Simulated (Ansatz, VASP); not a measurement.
# K: VASP beside Ansatz

INCAR

```
SYSTEM = K
PREC = Accurate ; ENCUT = 520
EDIFF = 1E-6 ; ISMEAR = -1
SIGMA = 0.1 ; LREAL = .FALSE.
LASPH = .TRUE. ; NELM = 80
ALGO = Normal ; ISIF = 2
LWAVE = .FALSE. ; LCHARG = .TRUE.
GGA = PE ; LELF = .TRUE.
LVHAR = .TRUE. ; NBANDS = 10
```

File KPOINTS:

```
Automatic mesh
0
G
  12 12 12
  0 0 0
```

File POSCAR:

```
K
1.0
    4.4075319269      0.0000000000      0.0000000000
    0.0000000000      4.4075319269      0.0000000000
    0.0000000000      0.0000000000      4.4075319269
K
1
Direct
    0.0000000000      0.0000000000      0.0000000000
```

Input for Ansatz:

```yaml
crystal:
  lattice:
    - [4.4075319269, 0.0, 0.0]
    - [0.0, 4.4075319269, 0.0]
    - [0.0, 0.0, 4.4075319269]
  atoms:
    - { symbol: K, position: [0.0, 0.0, 0.0] }
hamiltonian:
  xc: pbe
  pseudopotentials:
    kind: paw
    azcp:
      K: "pseudopotentials/K.paw.azcp"
basis:
  ecutwfc: 420
  fft_grid_basis: typed
kpoints:
  mp_grid: { grid: [12, 12, 12], shift: [0, 0, 0] }
magnetization:
  spin_polarized: false
scf:
  occupations: { method: fermi_dirac, width: 0.1 }
output:
  stress: true
```

Alike in both runs: task single point; functional PBE; k mesh 12 × 12 × 12; occupations fermi-dirac, width 0.1 eV; no spin polarisation.

```csv
,VASP,Ansatz
version,VASP 6.6.1,Ansatz 0.2.0
potentials or method,"VASP PAW PBE potentials, release 64 (K_sv), cutoff 520 eV","plane waves (420 eV) with PAW, scalar-relativistic"
valence electrons in the cell,9,9
```

|  | VASP | Ansatz | Ansatz less VASP |
| --- | --- | --- | --- |
| pressure (GPa) | -0.2 | -0.2 | +0.01 |
